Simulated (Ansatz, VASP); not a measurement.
**C: VASP beside Ansatz**

```
C
1.0
     5.69518    0.00000    0.00000
    -2.84759    4.93217    0.00000
     0.00000    0.00000    1.27669
C
3
Direct
  0.00000 0.00000 0.00000
  0.33333 0.66667 0.50000
  0.66667 0.33333 0.50000
```

Alike in both runs: functional LDA; k mesh 11 × 11 × 15; occupations fermi-dirac, width 0.1 eV; no spin polarisation.

Ansatz relaxed the structure, and its values are those at the end. VASP's run is a single point on that final structure, the one shown.

|  | VASP | Ansatz |
| --- | --- | --- |
| version | VASP 6.6.1 | Ansatz 0.2.0 |
| potentials or method | VASP PAW LDA potentials, release 64 (C), cutoff 520 eV | plane waves (420 eV) with PAW, scalar-relativistic |
| valence electrons in the cell | 12 | 12 |

Ansatz gave:

| Quantity | Value |
| --- | --- |
| pressure (GPa) | 0.0 |

Problem. Estimate VASP's values.

Solution. Pressure (GPa): -0.1.

Ansatz warns that its potentials were made for another functional, while VASP's fit it. LDA's correlation is that of Perdew and Zunger in VASP and of Perdew and Wang (1992) in Ansatz.
